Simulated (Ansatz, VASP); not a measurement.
## Two plane-wave programs on Al3InAs4

```xyz
8
Lattice="-2.9187 2.9187 5.8284 2.9187 -2.9187 5.8284 2.9187 2.9187 -5.8284" Properties=species:S:1:pos:R:3 pbc="T T T"
Al    0.0000    0.0000    0.0000
Al    2.9187    0.0000    2.9142
Al    0.0000    2.9187    2.9142
In    0.0000    0.0000    5.8284
As    1.5380    1.5380    4.3069
As    1.3807    1.3807   -1.5216
As   -1.5380    1.5380    7.3500
As    1.5380   -1.5380    7.3500
```

Alike in both runs: task single point; functional PBE; k mesh 8 × 8 × 8; occupations gaussian, width 0.02 eV; no spin polarisation.

|  | VASP | Ansatz |
| --- | --- | --- |
| version | VASP 6.6.1 | Ansatz 0.2.0 |
| potentials or method | VASP PAW PBE potentials, release 64 (Al, In_d, As), cutoff 520 eV | scalar-relativistic, plane waves, PAW |
| valence electrons in the cell | 42 | 82 |

```csv
,VASP,Ansatz,Ansatz less VASP
gap on the k mesh at the Fermi level (eV),1.15,1.15,-0.003
least direct gap on the mesh (eV),1.15,1.15,-0.003
pressure (GPa),0.1,0.0,-0.11
```

VASP's potentials hold 42 valence electrons a cell and Ansatz's 82, so a difference there can come from the potentials and not from the codes.
